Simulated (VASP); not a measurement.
Here is a VASP 6.6.1 calculation.

File INCAR:

```
SYSTEM = Sr
  PREC = Accurate
  ENCUT = 520
  EDIFF = 1E-6
  ISMEAR = 1
  SIGMA = 0.15
  LREAL = .False.
  LASPH = .True.
  NELM = 100
  ALGO = Normal
  ISIF = 2
  LWAVE = .False.
  LCHARG = .True.
  GGA = PS
  LELF = .True.
  LVHAR = .True.
  NBANDS = 11
```

File KPOINTS:

```
Automatic mesh
0
Gamma
  11 11 11
  0.5 0.5 0.5
```

The input POSCAR:

```
Sr
1.0
   -2.2998998881      2.2998998881      2.2998998881
    2.2998998881     -2.2998998881      2.2998998881
    2.2998998881      2.2998998881     -2.2998998881
Sr
1
Direct
    0.0000000000      0.0000000000      0.0000000000
```

Potentials or basis: VASP PAW PBE potentials, release 64 (Sr_sv).

The run is started by

```console
$ cat potpaw_PBE.64/Sr_sv/POTCAR > POTCAR
$ mpirun -np 1 vasp_std > vasp.out
```

Question: Predict the pressure.

Answer: 0.6 GPa.

Question: Estimate the band gap on the k mesh.

Answer: Zero (bands 5 and 6 overlap by 0.49 eV).

Caveat: the PAW data sets were made with another functional, which shifts forces and pressure a little.
